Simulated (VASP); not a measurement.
# Na (Pm-3m) in VASP: notebook

Na is run at these levels: PBE; tasks: relaxation of cell and atoms, single point.

All numbers are computed with VASP 6.6.1; they aren't measurements. Logs are shortened: lines on timing, memory, paths and dates and some standing lists are left out, and cuts for length are marked.

## Step 1: The cell of the first run

It takes space group Pm-3m (No. 221, cubic). Conventional cell: a = 3.441 Å, b = 3.441 Å, c = 3.441 Å, α = 90.00°, β = 90.00°, γ = 90.00°. Within 4.5 Å of Na (site symmetry m-3m) lie 6 Na at 3.44 Å.

## Step 2: Relaxation of cell and atoms, PBE

The input, INCAR:

```
PREC     = Accurate       # precision mode
ENCUT    = 600            # plane-wave cutoff, eV
EDIFF    = 1E-6           # SCF threshold, eV
ISMEAR   = -1             # smearing method
SIGMA    = 0.1            # smearing width, eV
LREAL    = False          # projectors in reciprocal space
LASPH    = True           # aspherical terms in the spheres
NELM     = 100            # most SCF steps
ALGO     = Normal         # electronic algorithm
ISIF     = 3              # what is computed and relaxed
LWAVE    = False          # write WAVECAR
LCHARG   = False          # write CHGCAR
GGA      = PE             # functional
IBRION   = 2              # ionic algorithm
NSW      = 80             # ionic steps
EDIFFG   = -0.01          # ionic threshold
```

The input, KPOINTS:

```
regular mesh
0
Gamma
  9 9 9
```

The input, POSCAR:

```
Na
1.0
    3.4405243290      0.0000000000      0.0000000000
    0.0000000000      3.4405243290      0.0000000000
    0.0000000000      0.0000000000      3.4405243290
Na
1
Direct
    0.0000000000      0.0000000000      0.0000000000
```

Potentials or basis: VASP PAW PBE potentials, release 64 (Na_pv).

The run is started by

```sh
> cat potpaw_PBE.64/Na_pv/POTCAR > POTCAR
> mpirun -np 1 vasp_std > vasp.out
```

OUTCAR:

```text
PREC = Accurate
   ENCUT = 600
   EDIFF = 1E-6
   ISMEAR = -1
   LREAL = False
   LASPH = True
   NELM = 100
   ISIF = 3
   GGA = PE
   IBRION = 2
   NSW = 80
   EDIFFG = -0.01

 ion  position               nearest neighbor table
   1  0.000  0.000  0.000-

  LATTYP: Found a simple cubic cell.
 ALAT       =     3.4405243290

  Lattice vectors:

 A1 = (   3.4405243290,   0.0000000000,   0.0000000000)
 A2 = (   0.0000000000,   3.4405243290,   0.0000000000)
 A3 = (   0.0000000000,   0.0000000000,   3.4405243290)

Analysis of symmetry for initial positions (statically):
=====================================================================
 Subroutine PRICEL returns:
 Original cell was already a primitive cell.

 Routine SETGRP: Setting up the symmetry group for a
 simple cubic supercell.

 Subroutine GETGRP returns: Found 48 space group operations
 (whereof 48 operations were pure point group operations)
 out of a pool of 48 trial point group operations.

The static configuration has the point symmetry O_h .

Analysis of symmetry for dynamics (positions and initial velocities):
=====================================================================
 Subroutine PRICEL returns:
 Original cell was already a primitive cell.

 Routine SETGRP: Setting up the symmetry group for a
 simple cubic supercell.

 Subroutine GETGRP returns: Found 48 space group operations
 (whereof 48 operations were pure point group operations)
 out of a pool of 48 trial point group operations.

The dynamic configuration has the point symmetry O_h .

 Subroutine INISYM returns: Found 48 space group operations
 (whereof 48 operations are pure point group operations),
 and found     1 'primitive' translations

----------------------------------------------------------------------------------------

                                     Primitive cell

  volume of cell :      40.7262

  direct lattice vectors                    reciprocal lattice vectors
     3.440524329  0.000000000  0.000000000     0.290653373  0.000000000  0.000000000
     0.000000000  3.440524329  0.000000000     0.000000000  0.290653373  0.000000000
     0.000000000  0.000000000  3.440524329     0.000000000  0.000000000  0.290653373

  length of vectors
     3.440524329  3.440524329  3.440524329     0.290653373  0.290653373  0.290653373

  position of ions in fractional coordinates (direct lattice)
     0.000000000  0.000000000  0.000000000

  ion indices of the primitive-cell ions
   primitive index   ion index
                 1           1

----------------------------------------------------------------------------------------

 KPOINTS: regular mesh

Automatic generation of k-mesh.
 Grid dimensions read from file:
 generate k-points for:    9    9    9

 Generating k-lattice:

  Cartesian coordinates                     Fractional coordinates (reciprocal lattice)
     0.032294819  0.000000000  0.000000000     0.111111111  0.000000000  0.000000000
     0.000000000  0.032294819  0.000000000     0.000000000  0.111111111  0.000000000
     0.000000000  0.000000000  0.032294819     0.000000000  0.000000000  0.111111111

  Length of vectors
     0.032294819  0.032294819  0.032294819

  Shift w.r.t. Gamma in fractional coordinates (k-lattice)
     0.000000000  0.000000000  0.000000000

 Subroutine IBZKPT returns following result:
 ===========================================

 Found     35 irreducible k-points:

 Following reciprocal coordinates:
            Coordinates               Weight
  0.000000  0.000000  0.000000      1.000000
  0.111111  0.000000  0.000000      6.000000
  0.222222  0.000000  0.000000      6.000000
  0.333333  0.000000  0.000000      6.000000
  0.444444  0.000000  0.000000      6.000000
  0.111111  0.111111  0.000000     12.000000
[... 16 lines left out ...]
  0.333333  0.333333  0.111111     24.000000
  0.444444  0.333333  0.111111     48.000000
 [... further k-points ...]
   k-points           NKPTS =     35   k-points in BZ     NKDIM =     35   number of bands    NBANDS=      7
   number of dos      NEDOS =    301   number of ions     NIONS =      1
   total plane-waves  NPLWV =  21952
   dimension x,y,z NGX =    28 NGY =   28 NGZ =   28
   dimension x,y,z NGXF=    56 NGYF=   56 NGZF=   56
   ions per type =               1
   NGX,Y,Z   is equivalent  to a cutoff of  13.53, 13.53, 13.53 a.u.
   NGXF,Y,Z  is equivalent  to a cutoff of  27.06, 27.06, 27.06 a.u.
 SYSTEM =  unknown system
   PREC   = accura    normal or accurate (medium, high low for compatibility)
   ISTART =      0    job   : 0-new  1-cont  2-samecut
   ICHARG =      2    charge: 1-file 2-atom 10-const
   ISPIN  =      1    spin polarized calculation?
   LNONCOLLINEAR =      F non collinear calculations
   LSORBIT =      F    spin-orbit coupling
   LASPH  =      T    aspherical Exc in radial PAW
   ENCUT  =  600.0 eV  44.10 Ry    6.64 a.u.   6.87  6.87  6.87*2*pi/ulx,y,z
   NELM   =    100;   NELMIN=  2; NELMDL= -5     # of ELM steps
   EDIFF  = 0.1E-05   stopping-criterion for ELM
   LREAL  =      F    real-space projection
   EDIFFG = -.1E-01   stopping-criterion for IOM
   NSW    =     80    number of steps for IOM
   IBRION =      2    ionic relax: 0-MD 1-quasi-New 2-CG
   NFREE  =      1    steps in history (QN), initial steepest desc. (CG)
   ISIF   =      3    stress and relaxation
   ISYM   =      2    0-nonsym 1-usesym 2-fastsym
   POTIM  = 0.5000    time-step for ionic-motion
   TEBEG  =    0.0;   TEEND  =   0.0 temperature during run
   PSTRESS=    0.0 pullay stress
   NELECT =       7.0000    total number of electrons
   NUPDOWN=      -1.0000    fix difference up-down
   EMIN   =  10.00;   EMAX   =-10.00  energy-range for DOS
   EFERMI =   0.00;   METHOD = LEGACY
   ISMEAR =    -1;   SIGMA  =   0.10  broadening in eV -4-tet -1-fermi 0-gaus
   EFERMI_NEDOS =   21; number of points for ismear=-14 and -15
   IALGO  =     38    algorithm
   IMIX   =      4    mixing-type and parameters
     AMIX     =   0.40;   BMIX     =  1.00
     AMIX_MAG =   1.60;   BMIX_MAG =  1.00
  volume/ion in A,a.u.               =      40.73       274.83
  Fermi-wavevector in a.u.,A,eV,Ry     =   0.910227  1.720079 11.272598  0.828513
  Thomas-Fermi vector in A             =   2.034364
   LORBIT       =      0    0 simple, 1 ext, 2 COOP (PROOUT), +10 PAW based schemes
   GGA     = PE    functional components
   LHFCALC =     F    Hartree Fock is set to
   AEXX    =    0.0000 exact exchange contribution
   IVDW    =     0    specifies the selected vdW correction
   LEPSILON=     F    determine dielectric tensor
   LRPA    =     F    only Hartree local field effects (RPA)
 conjugate gradient relaxation of ions
 non-spin polarized calculation
  energy-cutoff  :      600.00
  volume of cell :       40.73
 maximum number of plane-waves:      1377
 NGX is ok and might be reduce to    28
   NGX = 13   NGY = 13   NGZ = 13

--------------------------------------- Ionic step        1  -------------------------------------------

 number of electron       7.0000010 magnetization

 Free energy of the ion-electron system (eV)
  ---------------------------------------------------
  ext. energy  EPLUGINS =         0.00000000
  ---------------------------------------------------
  free energy    TOTEN  =        -1.19835411 eV

  energy without entropy =       -1.18096257  energy(sigma->0) =       -1.18965834

------------------------ aborting loop because EDIFF is reached ----------------------------------------

  FORCE on cell =-STRESS in cart. coord.  units (eV):
  Direction    XX          YY          ZZ          XY          YZ          ZX
  --------------------------------------------------------------------------------------
  -------------------------------------------------------------------------------------
  Total       -0.0334889     -0.0334889     -0.0334889      0.0000000     -0.0000000      0.0000000
  in kB       -1.3174622     -1.3174622     -1.3174622      0.0000000     -0.0000000      0.0000000
  external PRESSURE =      -1.3174622 kB  Pullay stress =       0.0000000 kB

 VOLUME and BASIS-vectors are now :
 -----------------------------------------------------------------------------
  energy-cutoff  :      600.00
  volume of cell :       40.73
      direct lattice vectors                 reciprocal lattice vectors
     3.440524329  0.000000000  0.000000000     0.290653373  0.000000000  0.000000000
     0.000000000  3.440524329  0.000000000     0.000000000  0.290653373  0.000000000
     0.000000000  0.000000000  3.440524329     0.000000000  0.000000000  0.290653373
[... 71 lines left out ...]
 POSITION                                       TOTAL-FORCE (eV/Angst)
 -----------------------------------------------------------------------------------
      0.00000      0.00000      0.00000         0.000000      0.000000      0.000000
 -----------------------------------------------------------------------------------
    total drift:                               -0.000000     -0.000000     -0.000000

  FREE ENERGIE OF THE ION-ELECTRON SYSTEM (eV)
  ---------------------------------------------------
  free  energy   TOTEN  =        -1.1985778959 eV

  energy  without entropy=       -1.1812749068  energy(sigma->0) =       -1.18992640

--------------------------------------- Ionic step        4  -------------------------------------------

 number of electron       7.0000014 magnetization

 Free energy of the ion-electron system (eV)
  ---------------------------------------------------
  ext. energy  EPLUGINS =         0.00000000
  ---------------------------------------------------
  free energy    TOTEN  =        -1.19868691 eV

  energy without entropy =       -1.18145460  energy(sigma->0) =       -1.19007076

 E-fermi :   0.1055     XC(G=0):  -6.2889

 val. band max:        0.0349170762   @ k =   0.3333   0.3333   0.1111
 cond. band min:       0.1884648015   @ k =   0.4444   0.2222   0.0000
 fundamental gap:      0.1535477253
 Fermi energy:         0.1054833311

 k-point     1 :       0.0000    0.0000    0.0000
  band No.  band energies     occupation
      1     -24.9980      2.00000
      2     -24.9980      2.00000
      3     -24.9980      2.00000
      4      -2.9960      2.00000
      5       8.2923      0.00000
      6       8.2923      0.00000
      7       9.5433      0.00000

 k-point     2 :       0.1111    0.0000    0.0000
  band No.  band energies     occupation
      1     -25.0033      2.00000
      2     -24.9975      2.00000
      3     -24.9975      2.00000
      4      -2.8326      2.00000
      5       6.6585      0.00000
      6       8.4414      0.00000
      7       9.6756      0.00000
[... 201 lines left out ...]
 k-point    23 :       0.3333    0.3333    0.1111
  band No.  band energies     occupation
      1     -25.0278      2.00000
      2     -25.0270      2.00000
      3     -24.9973      2.00000
      4       0.0349      1.33888
      5       3.8441      0.00000
      6       4.5125      0.00000
      7       8.1210      0.00000

 k-point    24 :       0.4444    0.3333    0.1111
  band No.  band energies     occupation
      1     -25.0370      2.00000
      2     -25.0263      2.00000
      3     -24.9965      2.00000
      4       1.1108      0.00009
      5       2.4924      0.00000
      6       5.2452      0.00000
      7       6.6047      0.00000

 [... further k-points ...]
[... 5 lines left out ...]
  --------------------------------------------------------------------------------------
  -------------------------------------------------------------------------------------
  Total       -0.0063572     -0.0063572     -0.0063572      0.0000000     -0.0000000      0.0000000
  in kB       -0.2537769     -0.2537769     -0.2537769      0.0000000     -0.0000000      0.0000000
  external PRESSURE =      -0.2537769 kB  Pullay stress =       0.0000000 kB

 VOLUME and BASIS-vectors are now :
 -----------------------------------------------------------------------------
  energy-cutoff  :      600.00
  volume of cell :       40.14
      direct lattice vectors                 reciprocal lattice vectors
     3.423800931  0.000000000  0.000000000     0.292073056 -0.000000000  0.000000000
     0.000000000  3.423800931  0.000000000    -0.000000000  0.292073056  0.000000000
    -0.000000000 -0.000000000  3.423800931    -0.000000000 -0.000000000  0.292073056

 POSITION                                       TOTAL-FORCE (eV/Angst)
 -----------------------------------------------------------------------------------
      0.00000      0.00000      0.00000         0.000000      0.000000      0.000000
 -----------------------------------------------------------------------------------
    total drift:                               -0.000000     -0.000000     -0.000000

  FREE ENERGIE OF THE ION-ELECTRON SYSTEM (eV)
  ---------------------------------------------------
  free  energy   TOTEN  =        -1.1986869120 eV

  energy  without entropy=       -1.1814546022  energy(sigma->0) =       -1.19007076

 reached required accuracy - stopping structural energy minimisation
```

It took 38 s on 1 thread of Intel Xeon 8259CL, shared host; peak memory 0.15 GiB.

What came out:

- Free energy: -1.1987 eV
- Relaxed volume: 40.14 Å³/atom
- Relaxed cell: a = 3.424 Å, b = 3.424 Å, c = 3.424 Å, α = 90.00°, β = 90.00°, γ = 90.00°
- Space group after relaxing (to 0.05 Å): Pm-3m (No. 221)
- Energy gained by relaxing: 0.3 meV/atom
- Ionic steps: 4
- Pressure after relaxing: 0.0 GPa

The path:
| step | energy change (eV) | largest force (eV/Å) | pressure (GPa) | volume (Å³) |
| --- | --- | --- | --- | --- |
| 1 | 0.0000 | 0.0000 | -0.13 | 40.73 |
| 2 | -0.0001 | 0.0000 | -0.09 | 40.53 |
| 3 | -0.0002 | 0.0000 | -0.07 | 40.40 |
| 4 | -0.0003 | 0.0000 | -0.03 | 40.14 |

Final structure:
```
CELL_PARAMETERS angstrom
3.42380 0.00000 0.00000
0.00000 3.42380 0.00000
0.00000 0.00000 3.42380
ATOMIC_POSITIONS crystal
Na 0.00000 0.00000 0.00000
```

## Step 3: Single point, PBE

This run uses another cell than the first one, of 39.81 Å³/atom, 0.977 times its volume.

The input, INCAR:

```
ALGO = Normal
EDIFF = 1E-7
ENCUT = 520
GGA = PE
ISIF = 2
ISMEAR = -1
LASPH = True
LCHARG = False
LREAL = False
LWAVE = False
NBANDS = 10
NELM = 80
PREC = Accurate
SIGMA = 0.1
```

The input, KPOINTS:

```
k-points
0
Gamma
  15 15 15
```

The input, POSCAR:

```
Na
1.0
    3.4144329972      0.0000000000      0.0000000000
    0.0000000000      3.4144329972      0.0000000000
    0.0000000000      0.0000000000      3.4144329972
Na
1
Direct
    0.0000000000      0.0000000000      0.0000000000
```

Potentials or basis: VASP PAW PBE potentials, release 64 (Na_pv).

The run is started by

```sh
> cat potpaw_PBE.64/Na_pv/POTCAR > POTCAR
> mpirun -np 1 vasp_std > vasp.out
```

OUTCAR:

```text
EDIFF = 1E-7
   ENCUT = 520
   GGA = PE
   ISIF = 2
   ISMEAR = -1
   LASPH = True
   LREAL = False
   NELM = 80
   PREC = Accurate

 ion  position               nearest neighbor table
   1  0.000  0.000  0.000-

  LATTYP: Found a simple cubic cell.
 ALAT       =     3.4144329972

  Lattice vectors:

 A1 = (   3.4144329972,   0.0000000000,   0.0000000000)
 A2 = (   0.0000000000,   3.4144329972,   0.0000000000)
 A3 = (   0.0000000000,   0.0000000000,   3.4144329972)

Analysis of symmetry for initial positions (statically):
[... 482 lines left out ...]
      4      -1.0098      1.99998
      5       3.1605      0.00000
      6       6.4554      0.00000
      7      10.1284      0.00000
      8      11.2473      0.00000
      9      12.0804      0.00000
     10      14.8938      0.00000

 [... further k-points ...]
[... 5 lines left out ...]
  --------------------------------------------------------------------------------------
  -------------------------------------------------------------------------------------
  Total       -0.0013869     -0.0013869     -0.0013869      0.0000000      0.0000000     -0.0000000
  in kB       -0.0558213     -0.0558213     -0.0558213      0.0000000      0.0000000     -0.0000000
  external PRESSURE =      -0.0558213 kB  Pullay stress =       0.0000000 kB

 VOLUME and BASIS-vectors are now :
 -----------------------------------------------------------------------------
  energy-cutoff  :      520.00
  volume of cell :       39.81
      direct lattice vectors                 reciprocal lattice vectors
     3.414432997  0.000000000  0.000000000     0.292874395  0.000000000  0.000000000
     0.000000000  3.414432997  0.000000000     0.000000000  0.292874395  0.000000000
     0.000000000  0.000000000  3.414432997     0.000000000  0.000000000  0.292874395

 POSITION                                       TOTAL-FORCE (eV/Angst)
 -----------------------------------------------------------------------------------
      0.00000      0.00000      0.00000         0.000000      0.000000      0.000000
 -----------------------------------------------------------------------------------
    total drift:                               -0.000000     -0.000000     -0.000000

  FREE ENERGIE OF THE ION-ELECTRON SYSTEM (eV)
  ---------------------------------------------------
  free  energy   TOTEN  =        -1.2005762180 eV

  energy  without entropy=       -1.1839468647  energy(sigma->0) =       -1.19226154
```

stdout:

```text
POSCAR found type information on POSCAR Na
 POSCAR found :  1 types and       1 ions
 scaLAPACK will be used
 LDA part: xc-table for (Slater+PW92), standard interpolation
 POSCAR, INCAR and KPOINTS ok, starting setup
 FFT: planning ... GRIDC
 FFT: planning ... GRID_SOFT
 FFT: planning ... GRID
 WAVECAR not read
 entering main loop
```

It took 66 s on 1 thread of Intel Xeon 8259CL, shared host; peak memory 0.17 GiB.

Results:

```yaml
Free_energy: -1.2006 eV
Pressure: 0.0 GPa
```
